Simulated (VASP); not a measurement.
# Ir (I4/mmm) in VASP: further runs

The runs below take Ir through single point, with PBE.

Program: VASP 6.6.1. These are calculated values, not measurements. Logs are shortened: lines on timing, memory, paths and dates and some standing lists are left out, and cuts for length are marked.

## (1) The cell of the first run

The structure is tetragonal, space group I4/mmm (No. 139). Conventional cell: a = 2.950 Å, b = 2.950 Å, c = 3.225 Å, α = 90.00°, β = 90.00°, γ = 90.00°. Ir (site symmetry 4/mmm) has 14 Ir at 2.64 to 3.22 Å within 3.5 Å.

## (2) Single point, PBE (14.03 Å³/atom)

The input, INCAR:

```
ALGO = Normal
EDIFF = 1E-6
ENCUT = 520
GGA = PE
ISIF = 2
ISMEAR = 0
LASPH = T
LCHARG = F
LREAL = F
LWAVE = F
NBANDS = 10
NELM = 100
PREC = Accurate
SIGMA = 0.15
```

The input, KPOINTS:

```
k-points
0
Gamma
  22 22 22
```

The input, POSCAR:

```
Ir
1.0
    0.0000000000      2.0858483354      1.6123607633
    2.0858483354      0.0000000000      1.6123607633
    2.0858483354      2.0858483354      0.0000000000
Ir
1
Direct
    0.0000000000      0.0000000000      0.0000000000
```

Potentials or basis: VASP PAW PBE potentials, release 64 (Ir).

Run with:

```
$ cat potpaw_PBE.64/Ir/POTCAR > POTCAR
$ mpirun -np 1 vasp_std > vasp.out
```

OUTCAR:

```text
EDIFF = 1E-6
   ENCUT = 520
   GGA = PE
   ISIF = 2
   ISMEAR = 0
   LASPH = T
   LREAL = F
   NELM = 100
   PREC = Accurate

 ion  position               nearest neighbor table
   1  0.000  0.000  0.000-

  LATTYP: Found a body centered tetragonal cell.
 ALAT       =     2.9498350050
 C/A-ratio  =     1.0931870837

  Lattice vectors:

 A1 = (   0.0000000000,  -2.0858483354,  -1.6123607633)
 A2 = (   0.0000000000,   2.0858483354,  -1.6123607633)
 A3 = (   2.0858483354,   0.0000000000,   1.6123607633)

Analysis of symmetry for initial positions (statically):
=====================================================================
 Subroutine PRICEL returns:
 Original cell was already a primitive cell.

 Routine SETGRP: Setting up the symmetry group for a
 body centered tetragonal supercell.

 Subroutine GETGRP returns: Found 16 space group operations
 (whereof 16 operations were pure point group operations)
 out of a pool of 16 trial point group operations.

The static configuration has the point symmetry D_4h.

Analysis of symmetry for dynamics (positions and initial velocities):
=====================================================================
 Subroutine PRICEL returns:
 Original cell was already a primitive cell.

 Routine SETGRP: Setting up the symmetry group for a
 body centered tetragonal supercell.

 Subroutine GETGRP returns: Found 16 space group operations
 (whereof 16 operations were pure point group operations)
 out of a pool of 16 trial point group operations.

The dynamic configuration has the point symmetry D_4h.

 Subroutine INISYM returns: Found 16 space group operations
 (whereof 16 operations are pure point group operations),
 and found     1 'primitive' translations

----------------------------------------------------------------------------------------

                                     Primitive cell

  volume of cell :      14.0300

  direct lattice vectors                    reciprocal lattice vectors
     0.000000000  2.085848335  1.612360763    -0.239710621  0.239710621  0.310104296
     2.085848335  0.000000000  1.612360763     0.239710621 -0.239710621  0.310104296
     2.085848335  2.085848335  0.000000000     0.239710621  0.239710621 -0.310104296

  length of vectors
     2.636374501  2.636374501  2.949835005     0.459442095  0.459442095  0.459442095

  position of ions in fractional coordinates (direct lattice)
     0.000000000  0.000000000  0.000000000

  ion indices of the primitive-cell ions
   primitive index   ion index
                 1           1

----------------------------------------------------------------------------------------

 KPOINTS: k-points

Automatic generation of k-mesh.
 Grid dimensions read from file:
 generate k-points for:   22   22   22

 Generating k-lattice:

  Cartesian coordinates                     Fractional coordinates (reciprocal lattice)
    -0.010895937  0.010895937  0.014095650     0.045454545  0.000000000  0.000000000
     0.010895937 -0.010895937  0.014095650     0.000000000  0.045454545  0.000000000
     0.010895937  0.010895937 -0.014095650     0.000000000  0.000000000  0.045454545

  Length of vectors
     0.020883732  0.020883732  0.020883732

  Shift w.r.t. Gamma in fractional coordinates (k-lattice)
     0.000000000  0.000000000  0.000000000

 Subroutine IBZKPT returns following result:
 ===========================================

 Found    834 irreducible k-points:

 Following reciprocal coordinates:
            Coordinates               Weight
  0.000000  0.000000  0.000000      1.000000
  0.045455  0.000000  0.000000      8.000000
  0.090909  0.000000  0.000000      8.000000
  0.136364  0.000000  0.000000      8.000000
  0.181818  0.000000  0.000000      8.000000
  0.227273 -0.000000  0.000000      8.000000
[... 16 lines left out ...]
  0.500000  0.045455  0.000000      8.000000
 -0.454545  0.045455  0.000000      8.000000
 [... further k-points ...]
   k-points           NKPTS =    834   k-points in BZ     NKDIM =    834   number of bands    NBANDS=     10
   number of dos      NEDOS =    301   number of ions     NIONS =      1
   total plane-waves  NPLWV =   9600
   dimension x,y,z NGX =    20 NGY =   20 NGZ =   24
   dimension x,y,z NGXF=    40 NGYF=   40 NGZF=   48
   ions per type =               1
   NGX,Y,Z   is equivalent  to a cutoff of  12.61, 12.61, 13.53 a.u.
   NGXF,Y,Z  is equivalent  to a cutoff of  25.22, 25.22, 27.05 a.u.
 SYSTEM =  unknown system
   PREC   = accura    normal or accurate (medium, high low for compatibility)
   ISTART =      0    job   : 0-new  1-cont  2-samecut
   ICHARG =      2    charge: 1-file 2-atom 10-const
   ISPIN  =      1    spin polarized calculation?
   LNONCOLLINEAR =      F non collinear calculations
   LSORBIT =      F    spin-orbit coupling
   LASPH  =      T    aspherical Exc in radial PAW
   ENCUT  =  520.0 eV  38.22 Ry    6.18 a.u.   4.90  4.90  5.48*2*pi/ulx,y,z
[... 28 lines left out ...]
   AEXX    =    0.0000 exact exchange contribution
   IVDW    =     0    specifies the selected vdW correction
   LEPSILON=     F    determine dielectric tensor
   LRPA    =     F    only Hartree local field effects (RPA)
 non-spin polarized calculation
 Gauss-broadening in eV      SIGMA  =   0.15
  energy-cutoff  :      520.00
  volume of cell :       14.03
 maximum number of plane-waves:       396
   NGX =  9   NGY =  9   NGZ = 11

 number of electron       9.0000001 magnetization

 Free energy of the ion-electron system (eV)
  ---------------------------------------------------
  ext. energy  EPLUGINS =         0.00000000
  ---------------------------------------------------
  free energy    TOTEN  =        -8.29281620 eV

  energy without entropy =       -8.27461272  energy(sigma->0) =       -8.28371446

 E-fermi :  10.3343     XC(G=0): -14.0227

 val. band max:       10.3339904048   @ k =   0.4091   0.0455   0.2273
 cond. band min:      10.3368712646   @ k =  -0.4545   0.1364   0.3182
 fundamental gap:      0.0028808598
 Fermi energy:        10.3343106253

 k-point     1 :       0.0000    0.0000    0.0000
  band No.  band energies     occupation
      1      -0.6502      2.00000
      2       6.2904      2.00000
      3       6.2904      2.00000
      4       7.1501      2.00000
      5       8.8944      2.00000
      6      10.2663      1.47875
      7      26.1257      0.00000
      8      27.9684      0.00000
      9      27.9684      0.00000
     10      37.5652      0.00000

 k-point     2 :       0.0455    0.0000    0.0000
  band No.  band energies     occupation
      1      -0.5542      2.00000
      2       6.2914      2.00000
      3       6.3173      2.00000
      4       7.1643      2.00000
      5       8.8585      2.00000
      6      10.2352      1.64982
      7      26.2657      0.00000
      8      28.0188      0.00000
      9      28.1181      0.00000
     10      36.0878      0.00000

 k-point     3 :       0.0909    0.0000    0.0000
  band No.  band energies     occupation
      1      -0.2724      2.00000
      2       6.2879      2.00000
      3       6.3448      2.00000
      4       7.2632      2.00000
      5       8.7669      2.00000
      6      10.1571      1.90516
      7      26.6363      0.00000
      8      28.0978      0.00000
      9      28.5596      0.00000
     10      34.7568      0.00000

 k-point     4 :       0.1364    0.0000    0.0000
  band No.  band energies     occupation
      1       0.1739      2.00000
      2       6.2661      2.00000
      3       6.2750      2.00000
      4       7.5530      2.00000
      5       8.6660      2.00000
      6      10.0651      1.98885
      7      27.0735      0.00000
      8      27.9926      0.00000
      9      29.2718      0.00000
     10      33.9566      0.00000
[... 222 lines left out ...]
 k-point    22 :       0.4545    0.0455    0.0000
  band No.  band energies     occupation
      1       2.5099      2.00000
      2       5.0904      2.00000
      3       8.7352      2.00000
      4       8.7692      2.00000
      5      11.0915      0.00000
      6      12.3181      0.00000
      7      18.9563      0.00000
      8      24.0964      0.00000
      9      28.4787      0.00000
     10      34.2441      0.00000

 k-point    23 :       0.5000    0.0455    0.0000
  band No.  band energies     occupation
      1       2.4953      2.00000
      2       5.0518      2.00000
      3       8.5768      2.00000
      4       9.2296      2.00000
      5      11.2941      0.00000
      6      12.4836      0.00000
      7      18.4078      0.00000
      8      23.9368      0.00000
      9      28.2130      0.00000
     10      33.9223      0.00000

 k-point    24 :      -0.4545    0.0455    0.0000
  band No.  band energies     occupation
      1       2.5061      2.00000
      2       5.0741      2.00000
      3       8.3604      2.00000
      4       9.3907      2.00000
      5      11.0634      0.00000
      6      12.2819      0.00000
      7      18.7893      0.00000
      8      24.0159      0.00000
      9      28.5510      0.00000
     10      33.9042      0.00000

 [... further k-points ...]

------------------------ aborting loop because EDIFF is reached ----------------------------------------

  FORCE on cell =-STRESS in cart. coord.  units (eV):
  Direction    XX          YY          ZZ          XY          YZ          ZX
  --------------------------------------------------------------------------------------
  -------------------------------------------------------------------------------------
  Total        0.6848670      0.6848670      4.8139617      0.0000000      0.0000000      0.0000000
  in kB       78.2094354     78.2094354    549.7377229      0.0000000      0.0000000      0.0000000
  external PRESSURE =     235.3855312 kB  Pullay stress =       0.0000000 kB

 VOLUME and BASIS-vectors are now :
 -----------------------------------------------------------------------------
  energy-cutoff  :      520.00
  volume of cell :       14.03
      direct lattice vectors                 reciprocal lattice vectors
     0.000000000  2.085848335  1.612360763    -0.239710621  0.239710621  0.310104296
     2.085848335  0.000000000  1.612360763     0.239710621 -0.239710621  0.310104296
     2.085848335  2.085848335  0.000000000     0.239710621  0.239710621 -0.310104296

 POSITION                                       TOTAL-FORCE (eV/Angst)
 -----------------------------------------------------------------------------------
      0.00000      0.00000      0.00000         0.000000      0.000000      0.000000
 -----------------------------------------------------------------------------------
    total drift:                                0.000000     -0.000000     -0.000000

  FREE ENERGIE OF THE ION-ELECTRON SYSTEM (eV)
  ---------------------------------------------------
  free  energy   TOTEN  =        -8.2928162019 eV

  energy  without entropy=       -8.2746127204  energy(sigma->0) =       -8.28371446
```

Run time: 40 s. Hardware: 1 thread of AMD EPYC 9R45 (Zen 5), shared host; peak memory 0.21 GiB.

What came out:

* Free energy: -8.2928 eV
* Pressure: 23.5 GPa
* Band gap on the k mesh: zero (an odd number of electrons rules out a gap without spin polarisation)

Levels at points of the mesh, in eV from the Fermi level:
```csv
k point,band 1,band 2,band 3,band 4,band 5,band 6,band 7,band 8
"(0.00, 0.00, 0.00)",-10.98,-4.04,-4.04,-3.18,-1.44,-0.07,15.79,17.63
"(0.50, 0.00, 0.00)",-7.92,-5.37,-1.53,-0.34,0.06,2.16,8.09,13.36
"(0.50, 0.50, 0.00)",-7.48,-7.47,1.31,1.73,1.73,6.24,9.00,9.00
"(0.50, 0.00, 0.50)",-7.84,-6.37,0.06,0.23,0.28,2.48,8.92,12.55
```

Caveat: the stress differs along the axes, from 8 to 55 GPa; spin-orbit coupling is left out, which moves the levels of the heavy elements.

## (3) Single point, PBE (14.03 Å³/atom)

The input, INCAR:

```
ALGO = Normal
EDIFF = 1E-6
ENCUT = 520
GGA = PE
ISIF = 2
ISMEAR = 0
LASPH = T
LCHARG = T
LELF = T
LREAL = F
LVHAR = T
LWAVE = F
NBANDS = 10
NELM = 60
PREC = Accurate
SIGMA = 0.15
```

KPOINTS is that of step 2.

The input, POSCAR:

```
Ir
1.0
    0.0000000000      1.8182444605      2.1218912854
    1.8182444605      0.0000000000      2.1218912854
    1.8182444605      1.8182444605      0.0000000000
Ir
1
Direct
    0.0000000000      0.0000000000      0.0000000000
```

Potentials or basis: VASP PAW PBE potentials, release 64 (Ir).

Run with:

```
$ cat potpaw_PBE.64/Ir/POTCAR > POTCAR
$ mpirun -np 1 vasp_std > vasp.out
```

Wall time 48 s (1 thread of AMD EPYC 9R45 (Zen 5), shared host); peak memory 0.21 GiB.

It converged, with:

```yaml
Free_energy: -8.5631 eV
Pressure: 19.6 GPa
Band_gap_on_the_k_mesh: zero (an odd number of electrons rules out a gap without spin polarisation)
```

Stress tensor (GPa, compression positive):
```
 38.78   0.00   0.00
  0.00  38.78   0.00
  0.00   0.00 -18.87
```

Levels at points of the mesh, in eV from the Fermi level:
```tsv
k point	band 2	band 3	band 4	band 5	band 6	band 7
(0.00, 0.00, 0.00)	-5.25	-2.99	-2.99	-2.76	0.14	14.75
(0.50, 0.00, 0.00)	-4.97	-2.93	-0.67	0.52	1.28	7.67
(0.50, 0.50, 0.00)	-7.39	-0.22	1.23	1.38	1.38	7.96
(0.50, 0.00, 0.50)	-7.24	0.32	0.50	2.73	2.92	10.28
```

Caveat: the stress differs along the axes, from -19 to 39 GPa; spin-orbit coupling is left out, which moves the levels of the heavy elements.

## (4) Single point, PBE (14.03 Å³/atom)

The input, INCAR:

```
PREC     = Accurate       # precision mode
ENCUT    = 520            # plane-wave cutoff, eV
EDIFF    = 1E-6           # SCF threshold, eV
ISMEAR   = 0              # smearing method
SIGMA    = 0.15           # smearing width, eV
LREAL    = F              # projectors in reciprocal space
LASPH    = T              # aspherical terms in the spheres
NELM     = 80             # most SCF steps
ALGO     = Normal         # electronic algorithm
ISIF     = 2              # what is computed and relaxed
LWAVE    = F              # write WAVECAR
LCHARG   = F              # write CHGCAR
GGA      = PE             # functional
NBANDS   = 10             # bands
```

The input, KPOINTS:

```
regular mesh
0
Gamma
  22 22 22
```

The input, POSCAR:

```
Ir
1.0
    0.0000000000      2.0503069112      1.6687447950
    2.0503069112      0.0000000000      1.6687447950
    2.0503069112      2.0503069112      0.0000000000
Ir
1
Direct
    0.0000000000      0.0000000000      0.0000000000
```

Run with:

```
$ cat potpaw_PBE.64/Ir/POTCAR > POTCAR
$ mpirun -np 1 vasp_std > vasp.out
```

Run time: 40 s. Hardware: 1 thread of AMD EPYC 9R45 (Zen 5), shared host; peak memory 0.21 GiB.

It converged, with:

```
Free energy            : -8.4461 eV
Pressure               : 20.6 GPa
Band gap on the k mesh : zero (an odd number of electrons rules out a gap without spin polarisation)
```

Stress tensor (GPa, compression positive):
```
 3.24  0.00  0.00
 0.00  3.24  0.00
 0.00  0.00 55.35
```

Levels at points of the mesh, in eV from the Fermi level:
```
           k point  band 2  band 3  band 4  band 5  band 6  band 7
(0.00, 0.00, 0.00)   -4.19   -4.19   -2.85   -1.97   -0.07   15.25
(0.50, 0.00, 0.00)   -5.19   -2.13   -0.50    0.17    1.90    7.85
(0.50, 0.50, 0.00)   -7.50    1.12    1.69    1.69    5.20    9.50
(0.50, 0.00, 0.50)   -6.74    0.36    0.40    0.50    2.38    9.18
```

Caveat: the stress differs along the axes, from 3 to 55 GPa; spin-orbit coupling is left out, which moves the levels of the heavy elements.

## (5) Single point, PBE (14.03 Å³/atom)

The input, INCAR:

```
SYSTEM = Ir
  ALGO = Normal
  EDIFF = 1E-6
  ENCUT = 520
  GGA = PE
  ISIF = 2
  ISMEAR = 0
  LASPH = .True.
  LCHARG = .False.
  LREAL = .False.
  LWAVE = .False.
  NBANDS = 10
  NELM = 80
  PREC = Accurate
  SIGMA = 0.15
```

The input, KPOINTS:

```
k-points
0
Gamma
  22 22 22
  0 0 0
```

The input, POSCAR:

```
Ir
1.0
    0.0000000000      1.9811086043      1.7873561828
    1.9811086043      0.0000000000      1.7873561828
    1.9811086043      1.9811086043      0.0000000000
Ir
1
Direct
    0.0000000000      0.0000000000      0.0000000000
```

Run with:

```
$ cat potpaw_PBE.64/Ir/POTCAR > POTCAR
$ mpirun -np 1 vasp_std > vasp.out
```

Run time: 41 s. Hardware: 1 thread of AMD EPYC 9R45 (Zen 5), shared host; peak memory 0.21 GiB.

The run converged. Its results:

```yaml
Free_energy: -8.7213 eV
Pressure: 15.4 GPa
Band_gap_on_the_k_mesh: zero (an odd number of electrons rules out a gap without spin polarisation)
```

Stress tensor (GPa, compression positive):
```
 3.64  0.00  0.00
 0.00  3.64  0.00
 0.00  0.00 38.96
```

Levels at points of the mesh, in eV from the Fermi level:
```csv
k point,band 1,band 2,band 3,band 4,band 5,band 6,band 7,band 8
"(0.00, 0.00, 0.00)",-11.16,-4.21,-4.21,-2.98,-2.06,-0.44,14.55,18.91
"(0.50, 0.00, 0.00)",-8.13,-4.69,-3.19,-0.70,0.53,1.38,7.50,13.73
"(0.50, 0.50, 0.00)",-7.86,-7.48,0.90,1.60,1.60,3.32,10.57,10.57
"(0.50, 0.00, 0.50)",-8.00,-7.23,0.79,0.88,1.05,2.06,9.82,11.90
```

Caveat: the stress differs along the axes, from 4 to 39 GPa; spin-orbit coupling is left out, which moves the levels of the heavy elements.

## (6) Single point, PBE (14.03 Å³/atom)

The input, INCAR:

```
SYSTEM = Ir
PREC = Accurate
ENCUT = 520
EDIFF = 1E-7
ISMEAR = 0
SIGMA = 0.15
LREAL = .False.
LASPH = .True.
NELM = 60
ALGO = Normal
ISIF = 2
LWAVE = .False.
LCHARG = .True.
GGA = PE
LELF = .True.
LVHAR = .True.
NBANDS = 10
```

The input, KPOINTS:

```
regular mesh
0
Gamma
  22 22 22
  0 0 0
```

The input, POSCAR:

```
Ir
1.0
    0.0000000000      1.8496830890      2.0503737041
    1.8496830890      0.0000000000      2.0503737041
    1.8496830890      1.8496830890      0.0000000000
Ir
1
Direct
    0.0000000000      0.0000000000      0.0000000000
```

Potentials or basis: VASP PAW PBE potentials, release 64 (Ir).

Run with:

```
$ cat potpaw_PBE.64/Ir/POTCAR > POTCAR
$ mpirun -np 1 vasp_std > vasp.out
```

It took 52 s on 1 thread of AMD EPYC 9R45 (Zen 5), shared host; peak memory 0.22 GiB.

Results (log left out):

| Property | Result |
| --- | --- |
| Free energy | -8.7112 eV |
| Pressure | 15.9 GPa |
| Band gap on the k mesh | zero (an odd number of electrons rules out a gap without spin polarisation) |

Stress tensor (GPa, compression positive):
```
 29.36   0.00   0.00
  0.00  29.36   0.00
  0.00   0.00 -10.94
```

Levels at points of the mesh, in eV from the Fermi level:
| k point | band 2 | band 3 | band 4 | band 5 | band 6 | band 7 |
| --- | --- | --- | --- | --- | --- | --- |
| (0.00, 0.00, 0.00) | -4.79 | -3.33 | -3.33 | -2.19 | -0.28 | 14.53 |
| (0.50, 0.00, 0.00) | -4.67 | -3.27 | -0.71 | 0.63 | 1.24 | 7.52 |
| (0.50, 0.50, 0.00) | -7.36 | 0.38 | 1.10 | 1.44 | 1.44 | 8.83 |
| (0.50, 0.00, 0.50) | -7.33 | 0.70 | 0.78 | 2.31 | 2.51 | 10.71 |

Caveat: the stress differs along the axes, from -11 to 29 GPa; spin-orbit coupling is left out, which moves the levels of the heavy elements.

## (7) Overview

| cell | gap on the mesh (eV) | pressure (GPa) |
| --- | --- | --- |
| a = 2.636, b = 2.636, c = 2.950 Å, angles 56.0, 56.0, 68.0°, 1 atom | none | 23.5 |
| a = 2.794, b = 2.794, c = 2.571 Å, angles 62.6, 62.6, 54.8°, 1 atom | none | 19.6 |
| a = 2.644, b = 2.644, c = 2.900 Å, angles 56.7, 56.7, 66.5°, 1 atom | none | 20.6 |
| a = 2.668, b = 2.668, c = 2.802 Å, angles 58.3, 58.3, 63.3°, 1 atom | none | 15.4 |
| a = 2.761, b = 2.761, c = 2.616 Å, angles 61.7, 61.7, 56.5°, 1 atom | none | 15.9 |

Alike in all rows: task single point; level PBE; potentials or basis VASP PAW PBE potentials, release 64 (Ir); no spin polarisation; k mesh 22 × 22 × 22; cutoff (eV) 520; smearing gaussian 0.15 eV.

Caveats: spin-orbit coupling is left out, which moves the levels of the heavy elements; the stress differs along the axes, from 8 to 55 GPa (at least some runs); the stress differs along the axes, from -19 to 39 GPa (at least some runs); the stress differs along the axes, from 3 to 55 GPa (at least some runs); the stress differs along the axes, from 4 to 39 GPa (at least some runs); the stress differs along the axes, from -11 to 29 GPa (at least some runs).

Total energies depend on the potentials used, so only differences within one code and one set of settings carry meaning.
